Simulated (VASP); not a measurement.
# HfC (Fm-3m) in VASP: notebook

The runs below take HfC through single point, relaxation of cell and atoms, with LDA.

Everything below comes from runs of VASP 6.6.1. Logs are shortened: lines on timing, memory, paths and dates and some standing lists are left out, and cuts for length are marked.

## Step 1: The cell of the first run

It takes space group Fm-3m (No. 225, cubic). Conventional cell: a = 4.573 Å, b = 4.573 Å, c = 4.573 Å, α = 90.00°, β = 90.00°, γ = 90.00°. Within 3.0 Å of Hf (site symmetry m-3m) lie 6 C at 2.29 Å. C (site symmetry m-3m) has 6 Hf at 2.29 Å within 3.0 Å.

## Step 2: Single point, LDA

INCAR

```
PREC     = Accurate       # precision mode
ENCUT    = 520            # plane-wave cutoff, eV
EDIFF    = 1E-7           # SCF threshold, eV
ISMEAR   = -1             # smearing method
SIGMA    = 0.15           # smearing width, eV
LREAL    = F              # projectors in reciprocal space
LASPH    = T              # aspherical terms in the spheres
NELM     = 60             # most SCF steps
ALGO     = Normal         # electronic algorithm
ISIF     = 2              # what is computed and relaxed
LWAVE    = F              # write WAVECAR
LCHARG   = T              # write CHGCAR
GGA      = CA             # functional
LELF     = T              # ELF
LVHAR    = T            
NBANDS   = 14             # bands
```

KPOINTS

```
Automatic mesh
0
Gamma
  16 16 16
```

POSCAR

```
HfC
1.0
    0.0000000000      2.2864679761      2.2864679761
    2.2864679761      0.0000000000      2.2864679761
    2.2864679761      2.2864679761      0.0000000000
Hf C
1 1
Direct
    0.5000000000      0.5000000000      0.5000000000
    0.0000000000      0.0000000000      0.0000000000
```

Potentials or basis: VASP PAW LDA potentials, release 64 (Hf_pv, C).

Run with:

```
$ cat potpaw_LDA.64/Hf_pv/POTCAR potpaw_LDA.64/C/POTCAR > POTCAR
$ mpirun -np 1 vasp_std > vasp.out
```

OUTCAR:

```text
PREC = Accurate
   ENCUT = 520
   EDIFF = 1E-7
   ISMEAR = -1
   LREAL = F
   LASPH = T
   NELM = 60
   ISIF = 2
   GGA = CA

 ion  position               nearest neighbor table
   1  0.500  0.500  0.500-   2 2.29   2 2.29   2 2.29   2 2.29   2 2.29   2 2.29
   2  0.000  0.000  0.000-   1 2.29   1 2.29   1 2.29   1 2.29   1 2.29   1 2.29

  LATTYP: Found a face centered cubic cell.
 ALAT       =     4.5729359522

  Lattice vectors:

 A1 = (   0.0000000000,   2.2864679761,   2.2864679761)
 A2 = (   2.2864679761,   0.0000000000,   2.2864679761)
 A3 = (   2.2864679761,   2.2864679761,   0.0000000000)

Analysis of symmetry for initial positions (statically):
=====================================================================
 Subroutine PRICEL returns:
 Original cell was already a primitive cell.

 Routine SETGRP: Setting up the symmetry group for a
 face centered cubic supercell.

 Subroutine GETGRP returns: Found 48 space group operations
 (whereof 48 operations were pure point group operations)
 out of a pool of 48 trial point group operations.

The static configuration has the point symmetry O_h .

Analysis of symmetry for dynamics (positions and initial velocities):
=====================================================================
 Subroutine PRICEL returns:
 Original cell was already a primitive cell.

 Routine SETGRP: Setting up the symmetry group for a
 face centered cubic supercell.

 Subroutine GETGRP returns: Found 48 space group operations
 (whereof 48 operations were pure point group operations)
 out of a pool of 48 trial point group operations.

The dynamic configuration has the point symmetry O_h .

 Subroutine INISYM returns: Found 48 space group operations
 (whereof 48 operations are pure point group operations),
 and found     1 'primitive' translations

----------------------------------------------------------------------------------------

                                     Primitive cell

  volume of cell :      23.9070

  direct lattice vectors                    reciprocal lattice vectors
     0.000000000  2.286467976  2.286467976    -0.218677893  0.218677893  0.218677893
     2.286467976  0.000000000  2.286467976     0.218677893 -0.218677893  0.218677893
     2.286467976  2.286467976  0.000000000     0.218677893  0.218677893 -0.218677893

  length of vectors
     3.233554022  3.233554022  3.233554022     0.378761222  0.378761222  0.378761222

  position of ions in fractional coordinates (direct lattice)
     0.500000000  0.500000000  0.500000000
     0.000000000  0.000000000  0.000000000

  ion indices of the primitive-cell ions
   primitive index   ion index
                 1           1
                 2           2

----------------------------------------------------------------------------------------

 KPOINTS: Automatic mesh

Automatic generation of k-mesh.
 Grid dimensions read from file:
 generate k-points for:   16   16   16

 Generating k-lattice:

  Cartesian coordinates                     Fractional coordinates (reciprocal lattice)
    -0.013667368  0.013667368  0.013667368     0.062500000  0.000000000  0.000000000
     0.013667368 -0.013667368  0.013667368     0.000000000  0.062500000  0.000000000
     0.013667368  0.013667368 -0.013667368     0.000000000  0.000000000  0.062500000

  Length of vectors
     0.023672576  0.023672576  0.023672576

  Shift w.r.t. Gamma in fractional coordinates (k-lattice)
     0.000000000  0.000000000  0.000000000

 Subroutine IBZKPT returns following result:
 ===========================================

 Found    145 irreducible k-points:

 Following reciprocal coordinates:
            Coordinates               Weight
  0.000000  0.000000  0.000000      1.000000
  0.062500  0.000000  0.000000      8.000000
  0.125000  0.000000  0.000000      8.000000
  0.187500  0.000000  0.000000      8.000000
  0.250000  0.000000  0.000000      8.000000
  0.312500  0.000000  0.000000      8.000000
[... 16 lines left out ...]
 -0.125000  0.062500  0.000000     24.000000
 -0.062500  0.062500  0.000000     12.000000
 [... further k-points ...]
   k-points           NKPTS =    145   k-points in BZ     NKDIM =    145   number of bands    NBANDS=     14
   number of dos      NEDOS =    301   number of ions     NIONS =      2
   total plane-waves  NPLWV =  13824
   dimension x,y,z NGX =    24 NGY =   24 NGZ =   24
   dimension x,y,z NGXF=    48 NGYF=   48 NGZF=   48
   ions per type =               1   1
   NGX,Y,Z   is equivalent  to a cutoff of  12.34, 12.34, 12.34 a.u.
   NGXF,Y,Z  is equivalent  to a cutoff of  24.68, 24.68, 24.68 a.u.
 SYSTEM =  unknown system
   PREC   = accura    normal or accurate (medium, high low for compatibility)
   ISTART =      0    job   : 0-new  1-cont  2-samecut
   ICHARG =      2    charge: 1-file 2-atom 10-const
   ISPIN  =      1    spin polarized calculation?
   LNONCOLLINEAR =      F non collinear calculations
   LSORBIT =      F    spin-orbit coupling
   LASPH  =      T    aspherical Exc in radial PAW
   ENCUT  =  520.0 eV  38.22 Ry    6.18 a.u.   6.01  6.01  6.01*2*pi/ulx,y,z
   NELM   =     60;   NELMIN=  2; NELMDL= -5     # of ELM steps
   EDIFF  = 0.1E-06   stopping-criterion for ELM
   LREAL  =      F    real-space projection
   EDIFFG = 0.1E-05   stopping-criterion for IOM
   NSW    =      0    number of steps for IOM
   IBRION =     -1    ionic relax: 0-MD 1-quasi-New 2-CG
   NFREE  =      0    steps in history (QN), initial steepest desc. (CG)
   ISIF   =      2    stress and relaxation
   ISYM   =      2    0-nonsym 1-usesym 2-fastsym
   POTIM  = 0.5000    time-step for ionic-motion
   TEBEG  =    0.0;   TEEND  =   0.0 temperature during run
   PSTRESS=    0.0 pullay stress
   NELECT =      14.0000    total number of electrons
   NUPDOWN=      -1.0000    fix difference up-down
   EMIN   =  10.00;   EMAX   =-10.00  energy-range for DOS
   EFERMI =   0.00;   METHOD = LEGACY
   ISMEAR =    -1;   SIGMA  =   0.15  broadening in eV -4-tet -1-fermi 0-gaus
   EFERMI_NEDOS =   21; number of points for ismear=-14 and -15
   IALGO  =     38    algorithm
   IMIX   =      4    mixing-type and parameters
     AMIX     =   0.40;   BMIX     =  1.00
     AMIX_MAG =   1.60;   BMIX_MAG =  1.00
  volume/ion in A,a.u.               =      11.95        80.67
  Fermi-wavevector in a.u.,A,eV,Ry     =   1.369648  2.588260 25.523664  1.875936
  Thomas-Fermi vector in A             =   2.495505
   LORBIT       =      0    0 simple, 1 ext, 2 COOP (PROOUT), +10 PAW based schemes
   GGA     = CA    functional components
   LHFCALC =     F    Hartree Fock is set to
   AEXX    =    0.0000 exact exchange contribution
   IVDW    =     0    specifies the selected vdW correction
   LEPSILON=     F    determine dielectric tensor
   LRPA    =     F    only Hartree local field effects (RPA)
 non-spin polarized calculation
  energy-cutoff  :      520.00
  volume of cell :       23.91
 maximum number of plane-waves:       660
   NGX = 13   NGY = 13   NGZ = 13

 number of electron      14.0000000 magnetization

 Free energy of the ion-electron system (eV)
  ---------------------------------------------------
  ext. energy  EPLUGINS =         0.00000000
  ---------------------------------------------------
  free energy    TOTEN  =       -22.90534263 eV

  energy without entropy =      -22.88268339  energy(sigma->0) =      -22.89401301

 E-fermi :   6.2486     XC(G=0): -12.7336

 val. band max:        6.2348950995   @ k =  -0.0625   0.0625   0.0000
 cond. band min:       6.2555073044   @ k =   0.5000   0.5000   0.0000
 fundamental gap:      0.0206122048
 Fermi energy:         6.2486120326

 k-point     1 :       0.0000    0.0000    0.0000
  band No.  band energies     occupation
      1     -22.9093      2.00000
      2     -22.9093      2.00000
      3     -22.9093      2.00000
      4      -6.1453      2.00000
      5       7.2992      0.00181
      6       7.2992      0.00181
      7       7.2992      0.00181
      8       7.5647      0.00031
      9       7.5647      0.00031
     10       7.5647      0.00031
     11       9.7294      0.00000
     12       9.7294      0.00000
     13      13.8088      0.00000
     14      17.4384      0.00000

 k-point     2 :       0.0625    0.0000    0.0000
  band No.  band energies     occupation
      1     -22.9437      2.00000
      2     -22.9125      2.00000
      3     -22.9125      2.00000
      4      -6.0370      2.00000
      5       6.4898      0.33378
      6       6.7365      0.07445
      7       6.7365      0.07445
      8       7.8106      0.00006
      9       7.8106      0.00006
     10       8.1362      0.00001
     11      10.2629      0.00000
     12      10.2629      0.00000
     13      14.0203      0.00000
     14      17.7342      0.00000

 k-point     3 :       0.1250    0.0000    0.0000
  band No.  band energies     occupation
      1     -23.0405      2.00000
      2     -22.9215      2.00000
      3     -22.9215      2.00000
      4      -5.7220      2.00000
      5       5.4137      1.99238
      6       5.8916      1.83059
      7       5.8916      1.83059
      8       8.1621      0.00001
      9       8.1621      0.00001
     10       8.5967      0.00000
     11      11.3963      0.00000
     12      11.3963      0.00000
     13      14.5741      0.00000
     14      18.5594      0.00000
[... 324 lines left out ...]
 k-point    23 :      -0.1250    0.0625    0.0000
  band No.  band energies     occupation
      1     -23.0966      2.00000
      2     -22.9529      2.00000
      3     -22.9172      2.00000
      4      -5.4902      2.00000
      5       4.8410      1.99983
      6       5.3357      1.99546
      7       5.6010      1.97368
      8       8.0365      0.00001
      9       8.7600      0.00000
     10       9.0474      0.00000
     11      11.1908      0.00000
     12      12.6057      0.00000
     13      15.0073      0.00000
     14      19.1402      0.00000

 k-point    24 :      -0.0625    0.0625    0.0000
  band No.  band energies     occupation
      1     -22.9912      2.00000
      2     -22.9315      2.00000
      3     -22.9114      2.00000
      4      -5.8612      2.00000
      5       5.8473      1.87113
      6       6.1344      1.36327
      7       6.2349      1.04569
      8       7.7345      0.00010
      9       8.4555      0.00000
     10       8.4730      0.00000
     11      10.3803      0.00000
     12      11.3187      0.00000
     13      14.3672      0.00000
     14      18.2044      0.00000

 [... further k-points ...]
[... 5 lines left out ...]
  --------------------------------------------------------------------------------------
  -------------------------------------------------------------------------------------
  Total        0.0971547      0.0971547      0.0971547      0.0000000     -0.0000000      0.0000000
  in kB        6.5110194      6.5110194      6.5110194      0.0000000     -0.0000000      0.0000000
  external PRESSURE =       6.5110194 kB  Pullay stress =       0.0000000 kB

 VOLUME and BASIS-vectors are now :
 -----------------------------------------------------------------------------
  energy-cutoff  :      520.00
  volume of cell :       23.91
      direct lattice vectors                 reciprocal lattice vectors
     0.000000000  2.286467976  2.286467976    -0.218677893  0.218677893  0.218677893
     2.286467976  0.000000000  2.286467976     0.218677893 -0.218677893  0.218677893
     2.286467976  2.286467976  0.000000000     0.218677893  0.218677893 -0.218677893

 POSITION                                       TOTAL-FORCE (eV/Angst)
 -----------------------------------------------------------------------------------
      2.28647      2.28647      2.28647         0.000000      0.000000      0.000000
      0.00000      0.00000      0.00000        -0.000000     -0.000000     -0.000000
 -----------------------------------------------------------------------------------
    total drift:                                0.000000     -0.000000      0.000000

  FREE ENERGIE OF THE ION-ELECTRON SYSTEM (eV)
  ---------------------------------------------------
  free  energy   TOTEN  =       -22.9053426285 eV

  energy  without entropy=      -22.8826833871  energy(sigma->0) =      -22.89401301
```

Run time: 18 s. Hardware: 1 thread of Intel Xeon Platinum 8488C (Sapphire Rapids), shared host; peak memory 0.17 GiB.

What came out:

```
Free energy            : -22.9053 eV
Pressure               : 0.7 GPa
Band gap on the k mesh : zero (band 7 reaches 7.30 eV, above the bottom of band 8 at 5.83 eV)
```

Caveat: spin-orbit coupling is left out, which moves the levels of the heavy elements.

## Step 3: Relaxation of cell and atoms, LDA

INCAR

```
SYSTEM = HfC
ALGO = Normal
EDIFF = 1E-6
EDIFFG = -0.001
ENCUT = 600
IBRION = 2
ISIF = 3
ISMEAR = -1
LASPH = .TRUE.
LCHARG = .FALSE.
LREAL = .FALSE.
LWAVE = .FALSE.
NELM = 60
NSW = 80
PREC = Accurate
SIGMA = 0.15
```

KPOINTS

```
k-points
0
G
  16 16 16
  0 0 0
```

POSCAR

```
HfC
1.0
    0.0000000000      2.2863544594      2.2863544594
    2.2863544594      0.0000000000      2.2863544594
    2.2863544594      2.2863544594      0.0000000000
Hf C
1 1
Direct
    0.5000000000      0.5000000000      0.5000000000
    0.0000000000      0.0000000000      0.0000000000
```

Potentials or basis: VASP PAW LDA potentials, release 64 (Hf_pv, C).

Run with:

```
$ cat potpaw_LDA.64/Hf_pv/POTCAR potpaw_LDA.64/C/POTCAR > POTCAR
$ mpirun -np 1 vasp_std > vasp.out
```

It took 49 s on 1 thread of Intel Xeon Platinum 8488C (Sapphire Rapids), shared host; peak memory 0.19 GiB.

It converged, with:

```
Free energy                            : -22.9068 eV
Relaxed volume                         : 11.98 Å³/atom
Relaxed cell                           : a = 3.236 Å, b = 3.236 Å, c = 3.236 Å, α = 60.00°, β = 60.00°, γ = 60.00°
Space group after relaxing (to 0.05 Å) : Fm-3m (No. 225)
Energy gained by relaxing              : 0.0 meV/atom
Ionic steps                            : 3
Pressure after relaxing                : 0.0 GPa
Band gap on the k mesh                 : zero (band 7 reaches 7.28 eV, above the bottom of band 8 at 5.82 eV)
```

Final structure:
```
Hf C
1.0
     0.00000    2.28801    2.28801
     2.28801    0.00000    2.28801
     2.28801    2.28801    0.00000
Hf C
1 1
Direct
  0.50000 0.50000 0.50000
  0.00000 0.00000 0.00000
```

Levels at points of the mesh, in eV from the Fermi level:
| k point | band 3 | band 4 | band 5 | band 6 | band 7 | band 8 | band 9 | band 10 | band 11 |
| --- | --- | --- | --- | --- | --- | --- | --- | --- | --- |
| (0.00, 0.00, 0.00) | -29.17 | -12.38 | 1.05 | 1.05 | 1.05 | 1.32 | 1.32 | 1.32 | 3.47 |
| (0.50, 0.00, 0.00) | -29.25 | -8.26 | -6.34 | -3.16 | -3.16 | 5.49 | 5.49 | 6.01 | 6.89 |
| (0.50, 0.50, 0.00) | -29.45 | -10.45 | -2.43 | -2.00 | 0.00 | 0.00 | 5.53 | 7.02 | 7.02 |

Caveat: spin-orbit coupling is left out, which moves the levels of the heavy elements.
